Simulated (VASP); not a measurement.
Set up this calculation in VASP 6.6.1, as the native input.

- Task: single point
- Functional: PBE
- Potentials or basis: VASP PAW PBE potentials, release 64 (Eu)
- Cutoff: 520 eV
- k mesh: 14 × 14 × 14
- Occupations: gaussian, width 0.05 eV
- Spin: non-collinear spin, typed start, spin-orbit coupling
- Starting moments: [[0.0, 0.0, 7.07]] μB
- Dipole correction: no
- k mesh for the DOS: 21 × 21 × 21
- Occupations for the DOS: tetrahedron
- Further INCAR settings: ALGO = Normal; EDIFF = 1e-06; NBANDS = 28

Crystal: Eu.

```
CELL_PARAMETERS angstrom
-2.18107 2.18107 2.18107
2.18107 -2.18107 2.18107
2.18107 2.18107 -2.18107
ATOMIC_POSITIONS crystal
Eu 0.00000 0.00000 0.00000
```

One way to write it, as run:

POSCAR

```
Eu
1.0
   -2.1810680254      2.1810680254      2.1810680254
    2.1810680254     -2.1810680254      2.1810680254
    2.1810680254      2.1810680254     -2.1810680254
Eu
1
Direct
    0.0000000000      0.0000000000      0.0000000000
```

INCAR.step1

```
ALGO = Normal ; EDIFF = 1E-6
ENCUT = 520 ; GGA = PE
GGA_COMPAT = False ; ISIF = 2
ISMEAR = 0 ; KPAR = 4
LASPH = True ; LCHARG = True
LMAXMIX = 6 ; LORBMOM = True
LREAL = False ; LSORBIT = True
LWAVE = False ; MAGMOM = 0 0 7.07
NBANDS = 28 ; NELM = 150
PREC = Accurate ; SIGMA = 0.05
```

KPOINTS.step1

```
k-points
0
Gamma
  14 14 14
```

INCAR.step2

```
ALGO = Normal ; EDIFF = 1E-6
ENCUT = 520 ; GGA = PE
GGA_COMPAT = False ; ICHARG = 11
ISIF = 2 ; ISMEAR = -5
KPAR = 4 ; LASPH = True
LCHARG = False ; LMAXMIX = 6
LORBIT = 11 ; LORBMOM = True
LREAL = False ; LSORBIT = True
LWAVE = False ; MAGMOM = 0 0 7.07
NBANDS = 28 ; NEDOS = 2001
NELM = 150 ; PREC = Accurate
SIGMA = 0.05
```

KPOINTS.step2

```
k-points
0
Gamma
  21 21 21
```

Potentials or basis: VASP PAW PBE potentials, release 64 (Eu).

Command:

```console
$ cat potpaw_PBE.64/Eu/POTCAR > POTCAR
$ cp INCAR.step1 INCAR
$ cp KPOINTS.step1 KPOINTS
$ mpirun -np 4 vasp_ncl > vasp.out
$ cp INCAR.step2 INCAR
$ cp KPOINTS.step2 KPOINTS
$ mpirun -np 4 vasp_ncl > vasp.out
```

Results of the run:

```yaml
Net_moment: 7.19 μB per cell
Valence_electrons_inside_the_program's_atomic_spheres: Eu 14.76
```

It took 35 min on 4 MPI ranks on Intel(R) Xeon(R) 6975P-C (Granite Rapids) (shared host), peak memory 1.9 GiB a rank.
